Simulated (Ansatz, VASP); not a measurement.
## CuI in VASP and in Ansatz

INCAR

```
SYSTEM = CuI
  PREC = Accurate
  ENCUT = 520
  EDIFF = 1E-6
  ISMEAR = -1
  SIGMA = 0.02
  LREAL = .False.
  LASPH = .True.
  NELM = 100
  ALGO = Normal
  ISIF = 2
  LWAVE = .False.
  LCHARG = .False.
  GGA = PE
  NBANDS = 16
```

The input KPOINTS:

```
regular mesh
0
Gamma
  8 8 8
  0 0 0
```

The input POSCAR:

```
CuI
1.0
    0.0000000000      2.8746937486      2.8746937486
    2.8746937486      0.0000000000      2.8746937486
    2.8746937486      2.8746937486      0.0000000000
Cu I
1 1
Direct
    0.2500000000      0.2500000000      0.2500000000
    0.0000000000      0.0000000000      0.0000000000
```

Input for Ansatz:

```yaml
crystal:
  lattice:
    - [0.0, 2.8746937486, 2.8746937486]
    - [2.8746937486, 0.0, 2.8746937486]
    - [2.8746937486, 2.8746937486, 0.0]
  atoms:
    - { symbol: Cu, position: [0.25, 0.25, 0.25] }
    - { symbol: I, position: [0.0, 0.0, 0.0] }
kpoints:
  mp_grid: { grid: [8, 8, 8] }
  band_path:
    path:
      - [0.0, 0.0, 0.0]
      - [-0.5, -0.5, 0.0]
      - [-0.375, -0.375, 0.25]
      - [-0.375, 0.0, 0.375]
      - [0.0, 0.0, 0.5]
      - [-0.5, -0.25, 0.25]
    npoints: 1
hamiltonian:
  xc: pbe
scf:
  occupations: { method: fermi_dirac, width: 0.02 }
  n_extra_bands: 4
output:
  forces: true
  stress: true
  eigenvalues: true
  write_density: true
  write_potential: true
  elf: true
  volumetric_format: npy
```

Change from the starting cell: hydrostatic strain -4.6%.

Alike in both runs: task single point; functional PBE; k mesh 8 × 8 × 8; occupations fermi-dirac, width 0.02 eV; no spin polarisation.

```csv
,VASP,Ansatz
version,VASP 6.6.1,Ansatz 0.2.0
potentials or method,"VASP PAW PBE potentials, release 64 (Cu, I)","plane waves, PAW"
plane-wave cutoff (eV),520,420
valence electrons in the cell,18,36
```

```tsv
	VASP	Ansatz	Ansatz less VASP
gap on the k mesh at the Fermi level (eV)	1.63	1.60	-0.028
pressure (GPa)	10.1	10.1	-0.05
```

VASP's potentials hold 18 valence electrons a cell and Ansatz's 36, so a difference there can come from the potentials and not from the codes.

Spin-orbit coupling is off throughout.
